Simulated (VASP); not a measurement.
A run of VASP 6.6.1 is set up as follows.

INCAR

```
SYSTEM = Al2O3
  AGGAC = 1.0
  AGGAX = 1.0
  ALDAC = 0.0
  ALDAX = 1.0
  ALGO = Normal
  EDIFF = 1E-7
  EDIFFG = -0.01
  ENCUT = 600
  GGA = B5
  IBRION = 2
  ISIF = 3
  ISMEAR = 0
  ISYM = 0
  IVDW = 12
  LASPH = .TRUE.
  LCHARG = .FALSE.
  LREAL = .FALSE.
  LWAVE = .FALSE.
  NELM = 80
  NSW = 100
  PREC = Accurate
  SIGMA = 0.01
  VDW_A1 = 0.4298
  VDW_A2 = 4.2359
  VDW_S6 = 1.0
  VDW_S8 = 2.6996
```

Contents of KPOINTS:

```
Automatic mesh
0
Gamma
  4 4 2
  0.5 0.5 0.5
```

File POSCAR:

```
Al2O3
1.0
    2.8843250000      0.0000000000      0.0000000000
   -1.4421620000      2.4978990000      0.0000000000
    0.0000000000      0.0000000000      9.3367540000
Al O
2 3
Direct
    0.0000000000      0.0000000000      0.1499920000
    0.0000000000      0.0000000000      0.8500080000
    0.3333333333      0.6666666667      0.2223170000
    0.6666666667      0.3333333333      0.0000000000
    0.3333333333      0.6666666667      0.7776830000
```

Potentials or basis: VASP PAW PBE potentials, release 64 (Al, O).

The run is started by

```sh
$ cat potpaw_PBE.64/Al/POTCAR potpaw_PBE.64/O/POTCAR > POTCAR
$ mpirun -np 1 vasp_std > vasp.out
```

Task: What does it give for the dispersion energy per atom?

Result: -0.429 eV.

Task: Predict the relaxed cell.

Result: a = 2.870 Å, b = 2.870 Å, c = 7.044 Å, α = 90.00°, β = 90.00°, γ = 120.00°.

Task: Estimate the band gap on the k mesh.

Result: 5.95 eV, indirect (least direct gap 5.98 eV).

Task: Estimate the relaxed volume.

Result: 10.05 Å³/atom.

Forces in eV/Å, atoms in the order of the input:
```
Al   0.000  0.000 -0.004
Al   0.000  0.000  0.004
O    0.000  0.000 -0.003
O    0.000  0.000  0.000
O    0.000  0.000  0.003
```

Caveat: the k points lie up to 0.63 Å⁻¹ apart in the final cell; the volume moved by over 15 % at a fixed basis, so the end points are rough; the PAW data sets were made with another functional, which shifts forces and pressure a little. A k mesh can miss the band edges.
